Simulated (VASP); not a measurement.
# CdSe (I-4m2) in VASP: a series of runs

Runs on CdSe. Level: LDA. Tasks: single point.

Program: VASP 6.6.1. These are calculated values, not measurements. Logs are shortened: lines on timing, memory, paths and dates and some standing lists are left out, and cuts for length are marked.

### Step 1. The cell of the first run

The structure is tetragonal, space group I-4m2 (No. 119). The conventional cell has a = 4.472 Å, b = 4.472 Å, c = 6.141 Å, α = 90.00°, β = 90.00°, γ = 90.00°. Cd (site symmetry -4m2) has 4 Se at 2.71 Å within 3.6 Å. Within 3.6 Å of Se (site symmetry -4m2) lie 4 Cd at 2.71 Å.

### Step 2. Single point, LDA (equal xx and yy strain of +3 %)

Input file INCAR:

```
  ALGO = Normal
  EDIFF = 1E-6
  ENCUT = 520
  ISIF = 2
  ISMEAR = -1
  LASPH = True
  LCHARG = False
  LREAL = False
  LWAVE = False
  NBANDS = 16
  NELM = 60
  PREC = Accurate
  SIGMA = 0.03
```

Input file KPOINTS:

```
k-points
0
Gamma
  8 8 8
```

Input file POSCAR:

```
CdSe
1.0
    0.0000000000      3.1623793346      3.0702711986
    3.1623793346      0.0000000000      3.0702711986
    3.1623793346      3.1623793346      0.0000000000
Cd Se
1 1
Direct
    0.0000000000      0.0000000000      0.0000000000
    0.2500000000      0.2500000000      0.2500000000
```

Potentials or basis: VASP PAW LDA potentials, release 64 (Cd, Se).

Command:

```bash
cat potpaw_LDA.64/Cd/POTCAR potpaw_LDA.64/Se/POTCAR > POTCAR
mpirun -np 1 vasp_std > vasp.out
```

OUTCAR:

```text
EDIFF = 1E-6
   ENCUT = 520
   ISIF = 2
   ISMEAR = -1
   LASPH = True
   LREAL = False
   NELM = 60
   PREC = Accurate

 ion  position               nearest neighbor table
   1  0.000  0.000  0.000-   2 2.71   2 2.71   2 2.71   2 2.71
   2  0.250  0.250  0.250-   1 2.71   1 2.71   1 2.71   1 2.71

  LATTYP: Found a body centered tetragonal cell.
 ALAT       =     4.4722797444
 C/A-ratio  =     1.3730228761

  Lattice vectors:

 A1 = (   0.0000000000,  -3.1623793346,  -3.0702711986)
 A2 = (   0.0000000000,   3.1623793346,  -3.0702711986)
 A3 = (   3.1623793346,   0.0000000000,   3.0702711986)

Analysis of symmetry for initial positions (statically):
=====================================================================
 Subroutine PRICEL returns:
 Original cell was already a primitive cell.

 Routine SETGRP: Setting up the symmetry group for a
 body centered tetragonal supercell.

 Subroutine GETGRP returns: Found  8 space group operations
 (whereof  8 operations were pure point group operations)
 out of a pool of 16 trial point group operations.

The static configuration has the point symmetry D_2d.

Analysis of symmetry for dynamics (positions and initial velocities):
=====================================================================
 Subroutine PRICEL returns:
 Original cell was already a primitive cell.

 Routine SETGRP: Setting up the symmetry group for a
 body centered tetragonal supercell.

 Subroutine GETGRP returns: Found  8 space group operations
 (whereof  8 operations were pure point group operations)
 out of a pool of 16 trial point group operations.

The dynamic configuration has the point symmetry D_2d.

 Subroutine INISYM returns: Found  8 space group operations
 (whereof  8 operations are pure point group operations),
 and found     1 'primitive' translations

----------------------------------------------------------------------------------------

                                     Primitive cell

  volume of cell :      61.4094

  direct lattice vectors                    reciprocal lattice vectors
     0.000000000  3.162379335  3.070271199    -0.158108799  0.158108799  0.162852063
     3.162379335  0.000000000  3.070271199     0.158108799 -0.158108799  0.162852063
     3.162379335  3.162379335  0.000000000     0.158108799  0.158108799 -0.162852063

  length of vectors
     4.407630689  4.407630689  4.472279744     0.276618111  0.276618111  0.276618111

  position of ions in fractional coordinates (direct lattice)
     0.000000000  0.000000000  0.000000000
     0.250000000  0.250000000  0.250000000

  ion indices of the primitive-cell ions
   primitive index   ion index
                 1           1
                 2           2

----------------------------------------------------------------------------------------

 KPOINTS: k-points

Automatic generation of k-mesh.
 Grid dimensions read from file:
 generate k-points for:    8    8    8

 Generating k-lattice:

  Cartesian coordinates                     Fractional coordinates (reciprocal lattice)
    -0.019763600  0.019763600  0.020356508     0.125000000  0.000000000  0.000000000
     0.019763600 -0.019763600  0.020356508     0.000000000  0.125000000  0.000000000
     0.019763600  0.019763600 -0.020356508    -0.000000000 -0.000000000  0.125000000

  Length of vectors
     0.034577264  0.034577264  0.034577264

  Shift w.r.t. Gamma in fractional coordinates (k-lattice)
     0.000000000  0.000000000  0.000000000

 Subroutine IBZKPT returns following result:
 ===========================================

 Found     59 irreducible k-points:

 Following reciprocal coordinates:
            Coordinates               Weight
  0.000000  0.000000  0.000000      1.000000
  0.125000  0.000000  0.000000      8.000000
  0.250000  0.000000  0.000000      8.000000
  0.375000 -0.000000  0.000000      8.000000
  0.500000  0.000000  0.000000      4.000000
  0.125000  0.125000  0.000000      2.000000
[... 16 lines left out ...]
  0.250000 -0.000000  0.125000     16.000000
  0.375000 -0.000000  0.125000     16.000000
 [... further k-points ...]
   k-points           NKPTS =     59   k-points in BZ     NKDIM =     59   number of bands    NBANDS=     16
   number of dos      NEDOS =    301   number of ions     NIONS =      2
   total plane-waves  NPLWV =  46656
   dimension x,y,z NGX =    36 NGY =   36 NGZ =   36
   dimension x,y,z NGXF=    72 NGYF=   72 NGZF=   72
   ions per type =               1   1
   NGX,Y,Z   is equivalent  to a cutoff of  13.58, 13.58, 13.38 a.u.
   NGXF,Y,Z  is equivalent  to a cutoff of  27.16, 27.16, 26.76 a.u.
 SYSTEM =  unknown system
   PREC   = accura    normal or accurate (medium, high low for compatibility)
   ISTART =      0    job   : 0-new  1-cont  2-samecut
   ICHARG =      2    charge: 1-file 2-atom 10-const
   ISPIN  =      1    spin polarized calculation?
   LNONCOLLINEAR =      F non collinear calculations
   LSORBIT =      F    spin-orbit coupling
   LASPH  =      T    aspherical Exc in radial PAW
   ENCUT  =  520.0 eV  38.22 Ry    6.18 a.u.   8.20  8.20  8.32*2*pi/ulx,y,z
   NELM   =     60;   NELMIN=  2; NELMDL= -5     # of ELM steps
   EDIFF  = 0.1E-05   stopping-criterion for ELM
   LREAL  =      F    real-space projection
[... 7 lines left out ...]
   TEBEG  =    0.0;   TEEND  =   0.0 temperature during run
   PSTRESS=    0.0 pullay stress
   NELECT =      18.0000    total number of electrons
   NUPDOWN=      -1.0000    fix difference up-down
   EMIN   =  10.00;   EMAX   =-10.00  energy-range for DOS
   EFERMI =   0.00;   METHOD = LEGACY
   ISMEAR =    -1;   SIGMA  =   0.03  broadening in eV -4-tet -1-fermi 0-gaus
   EFERMI_NEDOS =   21; number of points for ismear=-14 and -15
   IALGO  =     38    algorithm
   IMIX   =      4    mixing-type and parameters
     AMIX     =   0.40;   BMIX     =  1.00
     AMIX_MAG =   1.60;   BMIX_MAG =  1.00
  volume/ion in A,a.u.               =      30.70       207.21
  Fermi-wavevector in a.u.,A,eV,Ry     =   1.087479  2.055037 16.090386  1.182610
  Thomas-Fermi vector in A             =   2.223639
   LORBIT       =      0    0 simple, 1 ext, 2 COOP (PROOUT), +10 PAW based schemes
   GGA     = CA    functional components
   LHFCALC =     F    Hartree Fock is set to
   AEXX    =    0.0000 exact exchange contribution
   IVDW    =     0    specifies the selected vdW correction
   LEPSILON=     F    determine dielectric tensor
   LRPA    =     F    only Hartree local field effects (RPA)
 non-spin polarized calculation
  energy-cutoff  :      520.00
  volume of cell :       61.41
 maximum number of plane-waves:      1672
 NGX is ok and might be reduce to    36
   NGX = 17   NGY = 17   NGZ = 17

 number of electron      18.0000004 magnetization

 Free energy of the ion-electron system (eV)
  ---------------------------------------------------
  ext. energy  EPLUGINS =         0.00000000
  ---------------------------------------------------
  free energy    TOTEN  =        -6.63960186 eV

  energy without entropy =       -6.63950080  energy(sigma->0) =       -6.63955133

 E-fermi :   0.2582     XC(G=0):  -8.9102

 val. band max:        0.1896898536   @ k =   0.0000   0.0000   0.0000
 cond. band min:       0.3181614718   @ k =   0.0000   0.0000   0.0000
 fundamental gap:      0.1284716181
 Fermi energy:         0.2581657537

 k-point     1 :       0.0000    0.0000    0.0000
  band No.  band energies     occupation
      1     -12.0566      2.00000
      2      -7.5535      2.00000
      3      -7.5535      2.00000
      4      -7.5428      2.00000
      5      -7.2606      2.00000
      6      -7.2550      2.00000
[... 8 lines left out ...]
     15      10.8010      0.00000
     16      11.1911      0.00000

 k-point     2 :       0.1250    0.0000    0.0000
  band No.  band energies     occupation
      1     -12.0123      2.00000
      2      -7.5400      2.00000
      3      -7.5337      2.00000
      4      -7.5072      2.00000
      5      -7.2606      2.00000
      6      -7.2562      2.00000
[... 8 lines left out ...]
     15      10.1013      0.00000
     16      10.3878      0.00000

 k-point     3 :       0.2500    0.0000    0.0000
  band No.  band energies     occupation
      1     -11.9042      2.00000
      2      -7.5110      2.00000
      3      -7.5029      2.00000
      4      -7.3720      2.00000
      5      -7.2561      2.00000
      6      -7.2554      2.00000
[... 8 lines left out ...]
     15       9.9388      0.00000
     16      10.1440      0.00000

 k-point     4 :       0.3750   -0.0000    0.0000
  band No.  band energies     occupation
      1     -11.7950      2.00000
      2      -7.4886      2.00000
      3      -7.4785      2.00000
      4      -7.2499      2.00000
      5      -7.2437      2.00000
      6      -7.1561      2.00000
[... 8 lines left out ...]
     15      10.7774      0.00000
     16      10.8163      0.00000

 k-point     5 :       0.5000    0.0000    0.0000
  band No.  band energies     occupation
      1     -11.7495      2.00000
      2      -7.4816      2.00000
      3      -7.4705      2.00000
      4      -7.2439      2.00000
      5      -7.2358      2.00000
      6      -7.0280      2.00000
[... 8 lines left out ...]
     15      11.7707      0.00000
     16      11.9633      0.00000

 k-point     6 :       0.1250    0.1250    0.0000
  band No.  band energies     occupation
      1     -11.9959      2.00000
      2      -7.5267      2.00000
      3      -7.5267      2.00000
      4      -7.5051      2.00000
      5      -7.2628      2.00000
      6      -7.2531      2.00000
[... 8 lines left out ...]
     15      10.5465      0.00000
     16      10.9497      0.00000
[... 267 lines left out ...]
 k-point    21 :       0.5000    0.5000    0.0000
  band No.  band energies     occupation
      1     -11.6449      2.00000
      2      -7.3971      2.00000
      3      -7.3482      2.00000
      4      -7.3482      2.00000
      5      -7.2094      2.00000
      6      -6.9519      2.00000
[... 8 lines left out ...]
     15      12.3221      0.00000
     16      12.6310      0.00000

 k-point    22 :       0.1250    0.0000    0.1250
  band No.  band energies     occupation
      1     -11.9984      2.00000
      2      -7.5269      2.00000
      3      -7.5162      2.00000
      4      -7.5148      2.00000
      5      -7.2683      2.00000
      6      -7.2500      2.00000
[... 8 lines left out ...]
     15      10.4027      0.00000
     16      11.2051      0.00000

 k-point    23 :       0.2500   -0.0000    0.1250
  band No.  band energies     occupation
      1     -11.9124      2.00000
      2      -7.5048      2.00000
      3      -7.4887      2.00000
      4      -7.4136      2.00000
      5      -7.2701      2.00000
      6      -7.2442      2.00000
[... 8 lines left out ...]
     15      10.8521      0.00000
     16      11.2170      0.00000

 k-point    24 :       0.3750   -0.0000    0.1250
  band No.  band energies     occupation
      1     -11.8037      2.00000
      2      -7.4829      2.00000
      3      -7.4617      2.00000
      4      -7.2866      2.00000
      5      -7.2402      2.00000
      6      -7.1906      2.00000
[... 8 lines left out ...]
     15      10.7608      0.00000
     16      11.4091      0.00000

 [... further k-points ...]
[... 5 lines left out ...]
  --------------------------------------------------------------------------------------
  -------------------------------------------------------------------------------------
  Total       -2.0498906     -2.0498906     -1.7958369      0.0000000      0.0000000     -0.0000000
  in kB      -53.4818724    -53.4818724    -46.8535836      0.0000000      0.0000000     -0.0000000
  external PRESSURE =     -51.2724428 kB  Pullay stress =       0.0000000 kB

 VOLUME and BASIS-vectors are now :
 -----------------------------------------------------------------------------
  energy-cutoff  :      520.00
  volume of cell :       61.41
      direct lattice vectors                 reciprocal lattice vectors
     0.000000000  3.162379335  3.070271199    -0.158108799  0.158108799  0.162852063
     3.162379335  0.000000000  3.070271199     0.158108799 -0.158108799  0.162852063
     3.162379335  3.162379335  0.000000000     0.158108799  0.158108799 -0.162852063

 POSITION                                       TOTAL-FORCE (eV/Angst)
 -----------------------------------------------------------------------------------
      0.00000      0.00000      0.00000         0.000000      0.000000      0.000000
      1.58119      1.58119      1.53514        -0.000000     -0.000000     -0.000000
 -----------------------------------------------------------------------------------
    total drift:                                0.000000      0.000000     -0.000000

  FREE ENERGIE OF THE ION-ELECTRON SYSTEM (eV)
  ---------------------------------------------------
  free  energy   TOTEN  =        -6.6396018649 eV

  energy  without entropy=       -6.6395008023  energy(sigma->0) =       -6.63955133
```

It took 51 s on 1 thread of Intel Xeon 6975P-C, shared host; peak memory 0.21 GiB.

Results:

| Quantity | Value |
| --- | --- |
| Free energy | -6.6396 eV |
| Pressure | -5.1 GPa |
| Band gap on the k mesh | 0.13 eV, direct |

Stress tensor (GPa, compression positive):
```
-5.35  0.00  0.00
 0.00 -5.35  0.00
 0.00  0.00 -4.69
```

Caveat: the cell differs from its parent crystal (equal xx and yy strain of +3 %).

### Step 3. Single point, LDA (zz strain of -3 %)

Input file INCAR:

```
SYSTEM = CdSe
PREC = Accurate ; ENCUT = 520
EDIFF = 1E-6 ; ISMEAR = -1
SIGMA = 0.03 ; LREAL = .False.
LASPH = .True. ; NELM = 80
ALGO = Normal ; ISIF = 2
LWAVE = .False. ; LCHARG = .False.
NBANDS = 16
```

Input file KPOINTS:

```
regular mesh
0
Gamma
  8 8 8
  0 0 0
```

Input file POSCAR:

```
CdSe
1.0
    0.0000000000      3.0702711986      2.9781630626
    3.0702711986      0.0000000000      2.9781630626
    3.0702711986      3.0702711986      0.0000000000
Cd Se
1 1
Direct
    0.0000000000      0.0000000000      0.0000000000
    0.2500000000      0.2500000000      0.2500000000
```

Potentials or basis: VASP PAW LDA potentials, release 64 (Cd, Se).

Command:

```bash
cat potpaw_LDA.64/Cd/POTCAR potpaw_LDA.64/Se/POTCAR > POTCAR
mpirun -np 1 vasp_std > vasp.out
```

It took 28 s on 1 thread of Intel Xeon Platinum 8488C (Sapphire Rapids), shared host; peak memory 0.19 GiB.

It converged, with:

```
Free energy            : -6.7532 eV
Pressure               : -1.5 GPa
Band gap on the k mesh : 0.30 eV, direct
```

Stress tensor (GPa, compression positive):
```
-1.67  0.00  0.00
 0.00 -1.67  0.00
 0.00  0.00 -1.09
```

Levels at points of the mesh, in eV from the valence-band top:
| k point | band 6 | band 7 | band 8 | band 9 | band 10 | band 11 | band 12 | band 13 |
| --- | --- | --- | --- | --- | --- | --- | --- | --- |
| (0.00, 0.00, 0.00) | -7.63 | -0.09 | -0.09 | 0.00 | 0.30 | 5.74 | 5.74 | 5.74 |
| (0.50, 0.00, 0.00) | -7.34 | -4.55 | -0.89 | -0.76 | 2.13 | 6.15 | 6.37 | 7.14 |
| (0.50, 0.50, 0.00) | -7.25 | -4.11 | -2.04 | -2.04 | 2.81 | 3.38 | 9.01 | 9.95 |
| (0.50, 0.00, 0.50) | -7.30 | -4.29 | -1.93 | -1.88 | 2.91 | 3.64 | 8.73 | 9.80 |

Caveat: the cell differs from its parent crystal (zz strain of -3 %).
